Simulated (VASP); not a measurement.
# Li3Mg3H2 (R-3m) in VASP: notebook, part 3 of 3

VASP 6.6.1. The steps go on from the part before.

## Step 5: Single point, PBE

This run uses another cell than the first one, of 17.50 Å³/atom.

INCAR reads:

```
SYSTEM = Li3Mg3H2
PREC = Accurate
ENCUT = 750
EDIFF = 1E-6
ISMEAR = 0
SIGMA = 0.1
LREAL = .False.
LASPH = .True.
NELM = 120
ALGO = Normal
ISIF = 2
LWAVE = .False.
LCHARG = .False.
GGA = PE
NBANDS = 18
GGA_COMPAT = .False.
```

KPOINTS reads:

```
regular mesh
0
Gamma
  12 12 12
  0 0 0
```

POSCAR reads:

```
Li3Mg3H2
1.0
    3.0596256067      1.7664756677      4.3183174793
   -3.0596256067      1.7664756677      4.3183174793
    0.0000000000     -3.5329513353      4.3183174794
Li Mg H
3 3 2
Direct
    0.5000000000      0.5000000000      0.0000000000
    0.0000000000      0.5000000000      0.5000000000
    0.5000000000      0.0000000000      0.5000000000
    0.0000000000      0.0000000000      0.5000000000
    0.5000000000      0.0000000000      0.0000000000
    0.0000000000      0.5000000000      0.0000000000
    0.5000000000      0.5000000000      0.5000000000
    0.0000000000      0.0000000000      0.0000000000
```

Potentials or basis: VASP PAW PBE potentials, release 64 (Li_sv, Mg, H).

Run with:

```console
$ cat potpaw_PBE.64/Li_sv/POTCAR potpaw_PBE.64/Mg/POTCAR potpaw_PBE.64/H/POTCAR > POTCAR
$ mpirun -np 1 vasp_std > vasp.out
```

OUTCAR:

```text
SYSTEM = Li3Mg3H2
   PREC = Accurate
   ENCUT = 750
   EDIFF = 1E-6
   ISMEAR = 0
   LREAL = .False.
   LASPH = .True.
   NELM = 120
   ISIF = 2
   GGA = PE

 ion  position               nearest neighbor table
   1  0.500  0.500  0.000-   5 2.79   6 2.79   5 2.79   6 2.79
   2  0.000  0.500  0.500-   4 2.79   4 2.79   6 2.79   6 2.79
   3  0.500  0.000  0.500-   4 2.79   4 2.79   5 2.79   5 2.79
   4  0.000  0.000  0.500-   2 2.79   3 2.79   2 2.79   3 2.79   5 3.06   6 3.06   6 3.06   5 3.06

   5  0.500  0.000  0.000-   1 2.79   1 2.79   3 2.79   3 2.79   6 3.06   6 3.06   4 3.06   4 3.06

   6  0.000  0.500  0.000-   1 2.79   1 2.79   2 2.79   2 2.79   5 3.06   5 3.06   4 3.06   4 3.06

   7  0.500  0.500  0.500-
   8  0.000  0.000  0.000-

  LATTYP: Found a trigonal (rhomboedric) cell.
 ALAT       =     5.5793916326
 COS(alpha) =     0.3985592138

  Lattice vectors:

 A1 = (   3.0596256067,   1.7664756677,   4.3183174793)
 A2 = (  -3.0596256067,   1.7664756677,   4.3183174793)
 A3 = (   0.0000000000,  -3.5329513353,   4.3183174794)

Analysis of symmetry for initial positions (statically):
=====================================================================
 Subroutine PRICEL returns:
 Original cell was already a primitive cell.

 Routine SETGRP: Setting up the symmetry group for a
 trigonal (rhombohedral) supercell.

 Subroutine GETGRP returns: Found 12 space group operations
 (whereof 12 operations were pure point group operations)
 out of a pool of 12 trial point group operations.

The static configuration has the point symmetry D_3d.

Analysis of symmetry for dynamics (positions and initial velocities):
=====================================================================
 Subroutine PRICEL returns:
 Original cell was already a primitive cell.

 Routine SETGRP: Setting up the symmetry group for a
 trigonal (rhombohedral) supercell.

 Subroutine GETGRP returns: Found 12 space group operations
[... 141 lines left out ...]
   LHFCALC =     F    Hartree Fock is set to
   AEXX    =    0.0000 exact exchange contribution
   IVDW    =     0    specifies the selected vdW correction
   LEPSILON=     F    determine dielectric tensor
   LRPA    =     F    only Hartree local field effects (RPA)
 non-spin polarized calculation
 Gauss-broadening in eV      SIGMA  =   0.10
  energy-cutoff  :      750.00
  volume of cell :      140.04
 maximum number of plane-waves:      6563
 NGX is ok and might be reduce to    50
   NGX = 25   NGY = 25   NGZ = 25

 number of electron      17.0000011 magnetization

 Free energy of the ion-electron system (eV)
  ---------------------------------------------------
  ext. energy  EPLUGINS =         0.00000000
  ---------------------------------------------------
  free energy    TOTEN  =       -14.02059653 eV

  energy without entropy =      -14.00749181  energy(sigma->0) =      -14.01404417

 E-fermi :   1.7386     XC(G=0):  -7.8760

 val. band max:        1.7256062701   @ k =  -0.3333   0.5000   0.2500
 cond. band min:       1.7578445054   @ k =   0.4167   0.4167   0.4167
 fundamental gap:      0.0322382353
 Fermi energy:         1.7386437458

 k-point     1 :       0.0000    0.0000    0.0000
  band No.  band energies     occupation
      1     -45.3368      2.00000
      2     -45.3278      2.00000
      3     -45.3278      2.00000
      4      -4.7188      2.00000
      5      -1.0894      2.00000
      6       0.2130      2.00000
[... 481 lines left out ...]
      5      -2.8683      2.00000
      6      -1.1230      2.00000
[... 10 lines left out ...]
     17       6.9705      0.00000
     18       7.2553      0.00000

 [... further k-points ...]

------------------------ aborting loop because EDIFF is reached ----------------------------------------

  FORCE on cell =-STRESS in cart. coord.  units (eV):
  Direction    XX          YY          ZZ          XY          YZ          ZX
  --------------------------------------------------------------------------------------
  -------------------------------------------------------------------------------------
  Total       -0.0809058     -0.0809058     -0.0618293      0.0000000      0.0000000      0.0000000
  in kB       -0.9256538     -0.9256538     -0.7073974      0.0000000      0.0000000      0.0000000
  external PRESSURE =      -0.8529017 kB  Pullay stress =       0.0000000 kB

 VOLUME and BASIS-vectors are now :
 -----------------------------------------------------------------------------
  energy-cutoff  :      750.00
  volume of cell :      140.04
      direct lattice vectors                 reciprocal lattice vectors
     3.059625607  1.766475668  4.318317479     0.163418687  0.094349823  0.077190557
    -3.059625607  1.766475668  4.318317479    -0.163418687  0.094349823  0.077190557
     0.000000000 -3.532951335  4.318317479     0.000000000 -0.188699646  0.077190557

 POSITION                                       TOTAL-FORCE (eV/Angst)
 -----------------------------------------------------------------------------------
      0.00000      1.76648      4.31832         0.000000     -0.000000     -0.000000
     -1.52981     -0.88324      4.31832         0.000000     -0.000000     -0.000000
      1.52981     -0.88324      4.31832         0.000000      0.000000      0.000000
      0.00000     -1.76648      2.15916        -0.000000     -0.000000      0.000000
      1.52981      0.88324      2.15916        -0.000000      0.000000     -0.000000
     -1.52981      0.88324      2.15916        -0.000000      0.000000      0.000000
      0.00000      0.00000      6.47748        -0.000000     -0.000000      0.000000
      0.00000      0.00000      0.00000        -0.000000      0.000000      0.000000
 -----------------------------------------------------------------------------------
    total drift:                                0.000000     -0.000000      0.000000

  FREE ENERGIE OF THE ION-ELECTRON SYSTEM (eV)
  ---------------------------------------------------
  free  energy   TOTEN  =       -14.0205965285 eV

  energy  without entropy=      -14.0074918083  energy(sigma->0) =      -14.01404417
```

stdout:

```text
POSCAR found type information on POSCAR LiMgH
 POSCAR found :  3 types and       8 ions
 scaLAPACK will be used
 LDA part: xc-table for (Slater+PW92), standard interpolation
 POSCAR, INCAR and KPOINTS ok, starting setup
 FFT: planning ... GRIDC
 FFT: planning ... GRID_SOFT
 FFT: planning ... GRID
 WAVECAR not read
 entering main loop
```

It took 22 min on 1 thread of Intel Xeon 8259CL, shared host; peak memory 0.91 GiB.

What came out:

```yaml
Free_energy: -14.0206 eV
Pressure: -0.1 GPa
Band_gap_on_the_k_mesh: zero (an odd number of electrons rules out a gap without spin polarisation)
```

Levels at points of the mesh, in eV from the Fermi level:
```
           k point  band 6  band 7  band 8  band 9  band 10  band 11  band 12  band 13
(0.00, 0.00, 0.00)   -1.53   -0.49   -0.39   -0.39     0.43     0.43     0.86     1.28
(0.50, 0.00, 0.00)   -2.02   -1.99   -0.79    0.37     0.51     1.02     1.45     1.64
(0.50, 0.50, 0.00)   -3.76   -2.24   -1.94   -0.57     1.57     2.47     3.00     3.28
(0.50, 0.50, 0.50)   -2.48   -1.86   -1.11   -1.11    -0.02    -0.02     2.44     2.74
```

## Step 6: Overview

| task | cell | k mesh | gap on the mesh (eV) | pressure (GPa) |
| --- | --- | --- | --- | --- |
| single point | a = 5.308 Å, angles 62.9°, 8 atoms | 6 × 6 × 6 | none | 7.4 |
| single point | a = 5.607 Å, angles 65.4°, 8 atoms | 6 × 6 × 6 | none | 0.0 |
| relaxation of cell and atoms | relaxed from a = 5.308 Å, angles 62.9°, 8 atoms | 6 × 6 × 6 | none | 0.0 |
| single point | a = 5.579 Å, angles 66.5°, 8 atoms | 12 × 12 × 12 | none | -0.1 |

Alike in all rows: level PBE; potentials or basis VASP PAW PBE potentials, release 64 (Li_sv, Mg, H); no spin polarisation; cutoff (eV) 750; smearing gaussian 0.1 eV.

Caveats: the cell stands under pressure (at least some runs); the volume moved by over 15 % at a fixed basis, so the end points are rough (at least some runs).

Absolute energies hang on the potentials; compare differences alone.
